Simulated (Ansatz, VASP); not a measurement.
## Two plane-wave programs on SnO

```
CELL_PARAMETERS angstrom
3.80200 0.00000 0.00000
0.00000 3.80200 0.00000
0.00000 0.00000 4.83600
ATOMIC_POSITIONS crystal
Sn 0.00000 0.50000 0.23850
Sn 0.50000 0.00000 0.76150
O 0.00000 0.00000 0.00000
O 0.50000 0.50000 0.00000
```

Alike in both runs: task electric field gradients; functional PBEsol; k mesh 8 × 8 × 6; occupations fermi-dirac, width 0.01 eV; no spin polarisation.

```csv
,VASP,Ansatz
version,VASP 6.6.1,Ansatz 0.2.0
potentials or method,"VASP PAW PBE potentials, release 64 (Sn_d, O_h)","PAW with Ansatz's default frozen-core files, scalar-relativistic"
plane-wave cutoff (eV),1000,420
valence electrons in the cell,40,40
```

Ansatz gave:

```
rms of the force components (eV/Å)                   : 0.027
size of Vzz on the site where it differs most (V/Å²) : 170.0
```

Estimate VASP's values.

rms of the force components (eV/Å): 0.058; size of Vzz on the site where it differs most (V/Å²): 161.6.

VASP's potentials were made for PBE, not for PBEsol. Atom by atom the forces differ by 0.031 eV/Å (rms over components). With one functional, cell and mesh, what is left measures potentials, basis and numerics.
